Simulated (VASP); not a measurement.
# Te (P3_121) in VASP: a series of runs

Runs on Te. Level: LDA. Tasks: single point.

Program: VASP 6.6.1. These are calculated values, not measurements. Logs are shortened: lines on timing, memory, paths and dates and some standing lists are left out, and cuts for length are marked.

## (1) The cell of the first run

Symmetry: P3_121, No. 152, trigonal system. Conventional cell: a = 4.297 Å, b = 4.297 Å, c = 5.904 Å, α = 90.00°, β = 90.00°, γ = 120.00°. Within 3.8 Å of Te (site symmetry 2) lie 6 Te at 2.90 to 3.32 Å.

## (2) Single point, LDA

Contents of INCAR:

```
PREC = Accurate
ENCUT = 520
EDIFF = 1E-6
ISMEAR = 1
SIGMA = 0.1
LREAL = False
LASPH = True
NELM = 80
ALGO = Normal
ISIF = 2
LWAVE = False
LCHARG = True
LELF = True
LVHAR = True
NBANDS = 16
```

Contents of KPOINTS:

```
regular mesh
0
Gamma
  9 9 6
```

Contents of POSCAR:

```
Te
1.0
    4.2966332825      0.0000000000      0.0000000000
   -2.1483166412      3.7209935734      0.0000000000
    0.0000000000      0.0000000000      5.9041060663
Te
3
Direct
    0.2855404168      1.0000000000      0.3333333333
    1.0000000000      0.2855404168      0.6666666667
    0.7144595832      0.7144595832      1.0000000000
```

Potentials or basis: VASP PAW LDA potentials, release 64 (Te).

Command:

```
$ cat potpaw_LDA.64/Te/POTCAR > POTCAR
$ mpirun -np 1 vasp_std > vasp.out
```

OUTCAR:

```text
PREC = Accurate
   ENCUT = 520
   EDIFF = 1E-6
   ISMEAR = 1
   LREAL = False
   LASPH = True
   NELM = 80
   ISIF = 2

 ion  position               nearest neighbor table
   1  0.286  0.000  0.333-   3 2.90   2 2.90   3 3.32   3 3.32   2 3.32   2 3.32
   2  0.000  0.286  0.667-   3 2.90   1 2.90   3 3.32   3 3.32   1 3.32   1 3.32
   3  0.714  0.714  0.000-   2 2.90   1 2.90   2 3.32   1 3.32   1 3.32   2 3.32

  LATTYP: Found a hexagonal cell.
 ALAT       =     4.2966332825
 C/A-ratio  =     1.3741238030

  Lattice vectors:

 A1 = (   4.2966332825,   0.0000000000,   0.0000000000)
 A2 = (  -2.1483166412,   3.7209935734,   0.0000000000)
 A3 = (   0.0000000000,   0.0000000000,   5.9041060663)

Analysis of symmetry for initial positions (statically):
=====================================================================
 Subroutine PRICEL returns:
 Original cell was already a primitive cell.

 Routine SETGRP: Setting up the symmetry group for a
 hexagonal supercell.

 Subroutine GETGRP returns: Found  6 space group operations
 (whereof  2 operations were pure point group operations)
 out of a pool of 24 trial point group operations.

The static configuration has the point symmetry C_2 .
 The point group associated with its full space group is D_3 .

Analysis of symmetry for dynamics (positions and initial velocities):
=====================================================================
 Subroutine PRICEL returns:
 Original cell was already a primitive cell.

 Routine SETGRP: Setting up the symmetry group for a
 hexagonal supercell.

 Subroutine GETGRP returns: Found  6 space group operations
 (whereof  2 operations were pure point group operations)
 out of a pool of 24 trial point group operations.

The dynamic configuration has the point symmetry C_2 .
 The point group associated with its full space group is D_3 .

 Subroutine INISYM returns: Found  6 space group operations
 (whereof  2 operations are pure point group operations),
 and found     1 'primitive' translations

----------------------------------------------------------------------------------------

                                     Primitive cell

  volume of cell :      94.3933

  direct lattice vectors                    reciprocal lattice vectors
     4.296633283  0.000000000  0.000000000     0.232740365  0.134372713  0.000000000
    -2.148316641  3.720993573  0.000000000     0.000000000  0.268745425  0.000000000
     0.000000000  0.000000000  5.904106066     0.000000000  0.000000000  0.169373651

  length of vectors
     4.296633283  4.296633282  5.904106066     0.268745425  0.268745425  0.169373651
[... 86 lines left out ...]
   NSW    =      0    number of steps for IOM
   IBRION =     -1    ionic relax: 0-MD 1-quasi-New 2-CG
   NFREE  =      0    steps in history (QN), initial steepest desc. (CG)
   ISIF   =      2    stress and relaxation
   ISYM   =      2    0-nonsym 1-usesym 2-fastsym
   POTIM  = 0.5000    time-step for ionic-motion
   TEBEG  =    0.0;   TEEND  =   0.0 temperature during run
   PSTRESS=    0.0 pullay stress
   NELECT =      18.0000    total number of electrons
   NUPDOWN=      -1.0000    fix difference up-down
   EMIN   =  10.00;   EMAX   =-10.00  energy-range for DOS
   EFERMI =   0.00;   METHOD = LEGACY
   ISMEAR =     1;   SIGMA  =   0.10  broadening in eV -4-tet -1-fermi 0-gaus
   EFERMI_NEDOS =   21; number of points for ismear=-14 and -15
   IALGO  =     38    algorithm
   IMIX   =      4    mixing-type and parameters
     AMIX     =   0.40;   BMIX     =  1.00
     AMIX_MAG =   1.60;   BMIX_MAG =  1.00
  volume/ion in A,a.u.               =      31.46       212.33
  Fermi-wavevector in a.u.,A,eV,Ry     =   0.942291  1.780672 12.080790  0.887913
  Thomas-Fermi vector in A             =   2.069886
   LORBIT       =      0    0 simple, 1 ext, 2 COOP (PROOUT), +10 PAW based schemes
   GGA     = CA    functional components
   LHFCALC =     F    Hartree Fock is set to
   AEXX    =    0.0000 exact exchange contribution
   IVDW    =     0    specifies the selected vdW correction
   LEPSILON=     F    determine dielectric tensor
   LRPA    =     F    only Hartree local field effects (RPA)
 non-spin polarized calculation
 Methfessel and Paxton  Order N= 1 SIGMA  =   0.10
  energy-cutoff  :      520.00
  volume of cell :       94.39
 maximum number of plane-waves:      2562
   NGX = 15   NGY = 15   NGZ = 21

 number of electron      17.9999999 magnetization

 Free energy of the ion-electron system (eV)
  ---------------------------------------------------
  ext. energy  EPLUGINS =         0.00000000
  ---------------------------------------------------
  free energy    TOTEN  =       -11.41070903 eV

  energy without entropy =      -11.41055267  energy(sigma->0) =      -11.41065691

 E-fermi :   6.8620     XC(G=0):  -9.6453

 val. band max:        6.8390590057   @ k =   0.3333   0.3333   0.5000
 cond. band min:       7.0105562479   @ k =   0.0000   0.0000   0.5000
 fundamental gap:      0.1714972421
 Fermi energy:         6.8619713880

 k-point     1 :       0.0000    0.0000    0.0000
  band No.  band energies     occupation
      1      -7.2606      2.00000
      2      -3.7908      2.00000
      3      -3.7908      2.00000
      4       3.7925      2.00000
      5       4.1775      2.00000
      6       4.1775      2.00000
[... 433 lines left out ...]
      3      -3.1065      2.00000
      4       1.5555      2.00000
      5       2.2318      2.00000
      6       3.2403      2.00000
[... 8 lines left out ...]
     15      13.8746      0.00000
     16      14.7125      0.00000

 [... further k-points ...]

------------------------ aborting loop because EDIFF is reached ----------------------------------------

  FORCE on cell =-STRESS in cart. coord.  units (eV):
  Direction    XX          YY          ZZ          XY          YZ          ZX
  --------------------------------------------------------------------------------------
  -------------------------------------------------------------------------------------
  Total       -0.0493809     -0.0493809      0.1503983     -0.0000000     -0.0000000      0.0000000
  in kB       -0.8381621     -0.8381621      2.5527735     -0.0000000     -0.0000000      0.0000000
  external PRESSURE =       0.2921498 kB  Pullay stress =       0.0000000 kB

 VOLUME and BASIS-vectors are now :
 -----------------------------------------------------------------------------
  energy-cutoff  :      520.00
  volume of cell :       94.39
      direct lattice vectors                 reciprocal lattice vectors
     4.296633283  0.000000000  0.000000000     0.232740365  0.134372713  0.000000000
    -2.148316641  3.720993573  0.000000000     0.000000000  0.268745425  0.000000000
     0.000000000  0.000000000  5.904106066     0.000000000  0.000000000  0.169373651

 POSITION                                       TOTAL-FORCE (eV/Angst)
 -----------------------------------------------------------------------------------
      1.22686      0.00000      1.96804         0.023254     -0.000000      0.000000
     -0.61343      1.06249      3.93607        -0.011627      0.020139      0.000000
      1.53489      2.65850      0.00000        -0.011627     -0.020139     -0.000000
 -----------------------------------------------------------------------------------
    total drift:                               -0.000000     -0.000000      0.000000

  FREE ENERGIE OF THE ION-ELECTRON SYSTEM (eV)
  ---------------------------------------------------
  free  energy   TOTEN  =       -11.4107090334 eV

  energy  without entropy=      -11.4105526677  energy(sigma->0) =      -11.41065691
```

Wall time 40 s (1 thread of AMD EPYC 9R45 (Zen 5), shared host); peak memory 0.19 GiB.

Results:

```yaml
Free_energy: -11.4107 eV
Pressure: 0.0 GPa
Largest_force: 0.023 eV/Å
Band_gap_on_the_k_mesh: zero (filled and empty bands touch)
```

Forces in eV/Å, atoms in the order of the input:
```
Te   0.023  0.000  0.000
Te  -0.012  0.020  0.000
Te  -0.012 -0.020  0.000
```

Levels at points of the mesh, in eV from the Fermi level:
| k point | band 7 | band 8 | band 9 | band 10 | band 11 | band 12 |
| --- | --- | --- | --- | --- | --- | --- |
| (0.00, 0.00, 0.00) | -1.89 | -1.89 | -1.26 | 0.94 | 0.94 | 1.60 |
| (0.00, 0.00, 0.50) | -1.36 | -0.93 | -0.93 | 0.15 | 0.20 | 0.20 |

Caveat: spin-orbit coupling is left out, which moves the levels of the heavy elements.

## (3) Single point, LDA

Edit INCAR of step 2 so:

```diff
@@ -4,3 +4,3 @@
 ISMEAR = 1
-SIGMA = 0.1
+SIGMA = 0.2
 LREAL = False
```

Contents of KPOINTS:

```
Automatic mesh
0
Gamma
  9 9 6
```

POSCAR is that of step 2.

Potentials or basis: VASP PAW LDA potentials, release 64 (Te).

Command:

```
$ cat potpaw_LDA.64/Te/POTCAR > POTCAR
$ mpirun -np 1 vasp_std > vasp.out
```

Run time: 39 s. Hardware: 1 thread of AMD EPYC 9R45 (Zen 5), shared host; peak memory 0.19 GiB.

Results (log left out):

- Free energy: -11.4103 eV
- Pressure: 0.0 GPa
- Largest force: 0.019 eV/Å
- Band gap on the k mesh: zero (filled and empty bands touch)

Forces on the atoms (eV/Å):
```
Te   0.019  0.000  0.000
Te  -0.010  0.017  0.000
Te  -0.010 -0.017  0.000
```

Stress tensor (GPa, compression positive):
```
-0.09  0.00  0.00
 0.00 -0.09  0.00
 0.00  0.00  0.27
```

Levels at points of the mesh, in eV from the Fermi level:
| k point | band 7 | band 8 | band 9 | band 10 | band 11 | band 12 |
| --- | --- | --- | --- | --- | --- | --- |
| (0.00, 0.00, 0.00) | -1.91 | -1.91 | -1.28 | 0.92 | 0.92 | 1.57 |
| (0.00, 0.00, 0.50) | -1.38 | -0.96 | -0.96 | 0.12 | 0.18 | 0.18 |

Caveat: spin-orbit coupling is left out, which moves the levels of the heavy elements.

## (4) Single point, LDA

Contents of INCAR:

```
PREC = Accurate ; ENCUT = 520
EDIFF = 1E-6 ; ISMEAR = 1
SIGMA = 0.3 ; LREAL = F
LASPH = T ; NELM = 80
ALGO = Normal ; ISIF = 2
LWAVE = F ; LCHARG = F
GGA = CA ; NBANDS = 16
```

Contents of KPOINTS:

```
regular mesh
0
Gamma
  9 9 6
```

POSCAR is that of step 3.

Command:

```
$ cat potpaw_LDA.64/Te/POTCAR > POTCAR
$ mpirun -np 1 vasp_std > vasp.out
```

It took 38 s on 1 thread of AMD EPYC 9R45 (Zen 5), shared host; peak memory 0.19 GiB.

Results (log left out):

| Item | Value |
| --- | --- |
| Free energy | -11.4068 eV |
| Pressure | 0.0 GPa |
| Largest force | 0.017 eV/Å |
| Band gap on the k mesh | zero (filled and empty bands touch) |

Forces in eV/Å, atoms in the order of the input:
```
Te   0.017  0.000  0.000
Te  -0.009  0.015  0.000
Te  -0.009 -0.015  0.000
```

Stress tensor (GPa, compression positive):
```
-0.09  0.00  0.00
 0.00 -0.09  0.00
 0.00  0.00  0.21
```

Levels at points of the mesh, in eV from the Fermi level:
```csv
k point,band 7,band 8,band 9,band 10,band 11,band 12
"(0.00, 0.00, 0.00)",-1.99,-1.99,-1.35,0.84,0.84,1.50
"(0.00, 0.00, 0.50)",-1.46,-1.03,-1.03,0.05,0.10,0.10
```

Caveat: so wide a smearing shifts energies and pressures; spin-orbit coupling is left out, which moves the levels of the heavy elements.

## (5) Single point, LDA

Contents of INCAR:

```
SYSTEM = Te
  ALGO = Normal
  EDIFF = 1E-6
  ENCUT = 520
  ISIF = 2
  ISMEAR = 1
  LASPH = .TRUE.
  LCHARG = .TRUE.
  LELF = .TRUE.
  LREAL = .FALSE.
  LVHAR = .TRUE.
  LWAVE = .FALSE.
  NBANDS = 16
  NELM = 100
  PREC = Accurate
  SIGMA = 0.6
```

Contents of KPOINTS:

```
k-points
0
G
  9 9 6
  0 0 0
```

POSCAR is that of step 4.

Potentials or basis: VASP PAW LDA potentials, release 64 (Te).

Command:

```
$ cat potpaw_LDA.64/Te/POTCAR > POTCAR
$ mpirun -np 1 vasp_std > vasp.out
```

OUTCAR:

```text
SYSTEM = Te
   EDIFF = 1E-6
   ENCUT = 520
   ISIF = 2
   ISMEAR = 1
   LASPH = .TRUE.
   LREAL = .FALSE.
   NELM = 100
   PREC = Accurate

 ion  position               nearest neighbor table
   1  0.286  0.000  0.333-   3 2.90   2 2.90   3 3.32   3 3.32   2 3.32   2 3.32
   2  0.000  0.286  0.667-   3 2.90   1 2.90   3 3.32   3 3.32   1 3.32   1 3.32
   3  0.714  0.714  0.000-   2 2.90   1 2.90   2 3.32   1 3.32   1 3.32   2 3.32

  LATTYP: Found a hexagonal cell.
 ALAT       =     4.2966332825
 C/A-ratio  =     1.3741238030

  Lattice vectors:

 A1 = (   4.2966332825,   0.0000000000,   0.0000000000)
 A2 = (  -2.1483166412,   3.7209935734,   0.0000000000)
 A3 = (   0.0000000000,   0.0000000000,   5.9041060663)

Analysis of symmetry for initial positions (statically):
=====================================================================
 Subroutine PRICEL returns:
 Original cell was already a primitive cell.

 Routine SETGRP: Setting up the symmetry group for a
 hexagonal supercell.

 Subroutine GETGRP returns: Found  6 space group operations
 (whereof  2 operations were pure point group operations)
[... 171 lines left out ...]
 cond. band min:       7.0100988842   @ k =   0.0000   0.0000   0.5000
 fundamental gap:      0.1717173028
 Fermi energy:         6.8567018810

 k-point     1 :       0.0000    0.0000    0.0000
  band No.  band energies     occupation
      1      -7.2613      2.00000
      2      -3.7917      2.00000
      3      -3.7917      2.00000
      4       3.7919      2.00000
      5       4.1764      2.00000
      6       4.1764      2.00000
[... 433 lines left out ...]
      3      -3.1074      2.00000
      4       1.5551      2.00000
      5       2.2312      2.00000
      6       3.2396      2.00000
[... 8 lines left out ...]
     15      13.8743     -0.00000
     16      14.7122     -0.00000

 [... further k-points ...]

------------------------ aborting loop because EDIFF is reached ----------------------------------------

  FORCE on cell =-STRESS in cart. coord.  units (eV):
  Direction    XX          YY          ZZ          XY          YZ          ZX
  --------------------------------------------------------------------------------------
  -------------------------------------------------------------------------------------
  Total       -0.0538257     -0.0538257     -0.0361028     -0.0000000      0.0000000     -0.0000000
  in kB       -0.9136053     -0.9136053     -0.6127875     -0.0000000      0.0000000     -0.0000000
  external PRESSURE =      -0.8133327 kB  Pullay stress =       0.0000000 kB

 VOLUME and BASIS-vectors are now :
 -----------------------------------------------------------------------------
  energy-cutoff  :      520.00
  volume of cell :       94.39
      direct lattice vectors                 reciprocal lattice vectors
     4.296633283  0.000000000  0.000000000     0.232740365  0.134372713  0.000000000
    -2.148316641  3.720993573  0.000000000     0.000000000  0.268745425  0.000000000
     0.000000000  0.000000000  5.904106066     0.000000000  0.000000000  0.169373651

 POSITION                                       TOTAL-FORCE (eV/Angst)
 -----------------------------------------------------------------------------------
      1.22686      0.00000      1.96804         0.021343     -0.000000     -0.000000
     -0.61343      1.06249      3.93607        -0.010672      0.018484      0.000000
      1.53489      2.65850      0.00000        -0.010672     -0.018484     -0.000000
 -----------------------------------------------------------------------------------
    total drift:                               -0.000000     -0.000000      0.000000

  FREE ENERGIE OF THE ION-ELECTRON SYSTEM (eV)
  ---------------------------------------------------
  free  energy   TOTEN  =       -11.3743957356 eV

  energy  without entropy=      -11.4629869826  energy(sigma->0) =      -11.40392615
```

OSZICAR:

```text
N       E                     dE             d eps       ncg     rms          rms(c)
DAV:   1     0.721642752234E+02    0.72164E+02   -0.66025E+03  1984   0.909E+02
DAV:   2    -0.674763607943E+01   -0.78912E+02   -0.75027E+02  2688   0.138E+02
DAV:   3    -0.113316087040E+02   -0.45840E+01   -0.45607E+01  2440   0.373E+01
DAV:   4    -0.114085218535E+02   -0.76913E-01   -0.76904E-01  2888   0.566E+00
DAV:   5    -0.114098878887E+02   -0.13660E-02   -0.13660E-02  2656   0.665E-01    0.135E+01
DAV:   6    -0.113844696545E+02    0.25418E-01   -0.12692E-02  2616   0.634E-01    0.837E+00
DAV:   7    -0.113748734584E+02    0.95962E-02   -0.26361E-02  2384   0.869E-01    0.267E-01
DAV:   8    -0.113743891403E+02    0.48432E-03   -0.41808E-03  2376   0.360E-01    0.135E-01
DAV:   9    -0.113743998992E+02   -0.10759E-04   -0.12582E-04  2848   0.733E-02    0.760E-02
DAV:  10    -0.113743961732E+02    0.37260E-05   -0.10777E-05  2600   0.191E-02    0.817E-03
DAV:  11    -0.113743957356E+02    0.43765E-06   -0.17337E-06  1976   0.790E-03
   1 F= -.11374396E+02 E0= -.11403926E+02  d E =0.885912E-01
```

It took 40 s on 1 thread of AMD EPYC 9R45 (Zen 5), shared host; peak memory 0.19 GiB.

Results:

```
Free energy            : -11.3744 eV
Pressure               : -0.1 GPa
Largest force          : 0.021 eV/Å
Band gap on the k mesh : zero (filled and empty bands touch)
```

Forces on the atoms (eV/Å):
```
Te   0.021  0.000  0.000
Te  -0.011  0.018  0.000
Te  -0.011 -0.018  0.000
```

Caveat: so wide a smearing shifts energies and pressures; spin-orbit coupling is left out, which moves the levels of the heavy elements.

## (6) The runs side by side

```csv
smearing,gap on the mesh (eV),pressure (GPa),largest force (eV/Å)
methfessel-paxton 0.1 eV,none,0.0,0.02
methfessel-paxton 0.2 eV,none,0.0,0.02
methfessel-paxton 0.3 eV,none,0.0,0.02
methfessel-paxton 0.6 eV,none,-0.1,0.02
```

Alike in all rows: task single point; level LDA; potentials or basis VASP PAW LDA potentials, release 64 (Te); no spin polarisation; cell as given; k mesh 9 × 9 × 6; cutoff (eV) 520.

Caveats: spin-orbit coupling is left out, which moves the levels of the heavy elements; so wide a smearing shifts energies and pressures (at least some runs).

Absolute energies hang on the potentials; compare differences alone.

The gap in the log of VASP goes by the Fermi energy; the results here count the filled bands.